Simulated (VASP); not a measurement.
Wanted: the native input for a VASP 6.6.1 run.

```yaml
Task: single point
Functional: PBE
Potentials_or_basis: VASP PAW PBE potentials, release 64 (N, Al)
Cutoff: 520 eV
k_mesh: 9 × 9 × 1
Occupations: gaussian, width 0.05 eV
Spin: collinear spin
Starting_moments: "[0.0, 0.0, 0.0, 0.0, 3.0, 0.0, 0.0, 0.0, 0.0] μB"
Dipole_correction: yes
Further_INCAR_settings: ALGO = Normal; EDIFF = 1e-06; NBANDS = 32
```

The structure of Al4N5 lies in POSCAR:

```
Al4N5
1.0
    3.1297683446      0.0000000000      0.0000000000
   -1.5648841723      2.7104588944      0.0000000000
    0.0000000000      0.0000000000     23.5622383296
N Al
5 4
Direct
    0.3333333333      0.6666666666      0.1697631585
    0.6666666667      0.3333333334      0.2762323142
    0.3333333333      0.6666666666      0.3850947236
    0.6666666667      0.3333333334      0.4903953008
    0.3333333333      1.1666666666      0.5512579161
    0.6666666667      0.3333333334      0.1949871942
    0.3333333333      0.6666666666      0.3014563499
    0.6666666667      0.3333333334      0.4056970604
    0.3333333333      0.6666666666      0.5119309193
```

The input as run:

INCAR

```
SYSTEM = Al4N5
PREC     = Accurate       ! precision mode
ENCUT    = 520            ! plane-wave cutoff, eV
EDIFF    = 1E-6           ! SCF threshold, eV
ISMEAR   = 0              ! smearing method
SIGMA    = 0.05           ! smearing width, eV
LREAL    = .False.        ! projectors in reciprocal space
LASPH    = .True.         ! aspherical terms in the spheres
NELM     = 150            ! most SCF steps
ALGO     = Normal         ! electronic algorithm
ISIF     = 2              ! what is computed and relaxed
LWAVE    = .False.        ! write WAVECAR
LCHARG   = .False.        ! write CHGCAR
ISPIN    = 2              ! spin polarisation
MAGMOM   = 0 0 0 0 3 0 0 0 0 ! initial moments
LORBIT   = 11             ! projections on sites
LDIPOL   = .True.       
IDIPOL   = 3            
DIPOL    = 0.5 0.5 0.365
GGA      = PE             ! functional
NBANDS   = 32             ! bands
```

KPOINTS

```
regular mesh
0
Gamma
  9 9 1
  0 0 0
```

Potentials or basis: VASP PAW PBE potentials, release 64 (N, Al).

Launch:

```bash
$ cat potpaw_PBE.64/N/POTCAR potpaw_PBE.64/Al/POTCAR > POTCAR
$ mpirun -np 1 vasp_std > vasp.out
```

It gave:

The largest force is 2.487 eV/Å. The net moment is 0.43 μB per cell and the site moments are N -0.00, +0.00, +0.04, +0.25 (each value once); Al -0.00, +0.00 (each value once) μB. The valence electrons inside the program's atomic spheres are N 3.70, 3.84, 3.86, 3.83, 3.64; Al 0.80, 0.79, 0.84 (each value once).

Caveat: a moment this small can come from the mesh or the smearing.

Wall time 16 min on 1 thread of AMD EPYC 7R43 64-Core Processor (Zen 3), on a shared host, peak memory 0.48 GiB.
